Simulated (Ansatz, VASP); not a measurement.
**One calculation of KZnF3, two programs**

```
Zn K F
1.0
     4.07682    0.00000    0.00000
     0.00000    4.07682    0.00000
     0.00000    0.00000    4.07682
Zn K F
1 1 3
Direct
  0.50000 0.50000 0.50000
  0.00000 0.00000 0.00000
  0.50000 0.00000 0.50000
  0.00000 0.50000 0.50000
  0.50000 0.50000 0.00000
```

Alike in both runs: task single point; functional PBEsol; k mesh 7 × 7 × 7; occupations fermi-dirac, width 0.05 eV; no spin polarisation.

```csv
,VASP,Ansatz
version,VASP 6.6.1,Ansatz 0.2.0
potentials or method,"VASP PAW PBE potentials, release 64 (Zn, K_sv, F)",Ansatz PAW
plane-wave cutoff (eV),520,420
valence electrons in the cell,42,42
```

VASP gave:

```
gap on the k mesh at the Fermi level (eV) : 3.70
least direct gap on the mesh (eV)         : 5.33
pressure (GPa)                            : -1.0
```

Q: Which values does Ansatz return?

A: gap on the k mesh at the Fermi level (eV): 3.77; least direct gap on the mesh (eV): 5.37; pressure (GPa): -1.4.

VASP's potentials were made for PBE, not for PBEsol. The functional is the same, so the differences come from potentials, cutoffs and numerics.

Noted on Ansatz's run: odd divisions of the mesh miss points on the zone boundary, where band edges often lie, so the gap on the mesh can be too wide.
